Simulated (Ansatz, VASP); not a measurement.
## Two plane-wave programs on C

```
CELL_PARAMETERS angstrom
2.46466 0.00000 0.00000
-1.23233 2.13446 0.00000
0.00000 0.00000 3.57197
ATOMIC_POSITIONS crystal
C 0.33802 0.67604 0.00000
C 0.66198 0.32396 0.00000
```

Change from the starting cell: mode 6 frozen in at +0.020 Å, equal normal strain along x, y and z +0.0000.

Alike in both runs: task single point; functional PBE; dispersion D3(BJ); k mesh 21 × 21 × 12; occupations gaussian, width 0.15 eV; no spin polarisation.

|  | VASP | Ansatz |
| --- | --- | --- |
| version | VASP 6.6.1 | Ansatz 0.2.0 |
| potentials or method | VASP PAW PBE potentials, release 64 (C), cutoff 520 eV | scalar-relativistic, plane waves, PAW |
| valence electrons in the cell | 8 | 8 |

|  | VASP | Ansatz | Ansatz less VASP |
| --- | --- | --- | --- |
| gap on the k mesh at the Fermi level (eV) | none | none | - |
| pressure (GPa) | 1.1 | 0.7 | -0.41 |
| traceless stress, the component that is largest in VASP (GPa) | 4.81 | 4.50 | -0.307 |
| rms of the force components (eV/Å) | 1.308 | 1.307 | -0.0015 |

Atom by atom the forces differ by 0.001 eV/Å (rms over components). A gap of «none» marks a metal or a gap that the smearing closes.
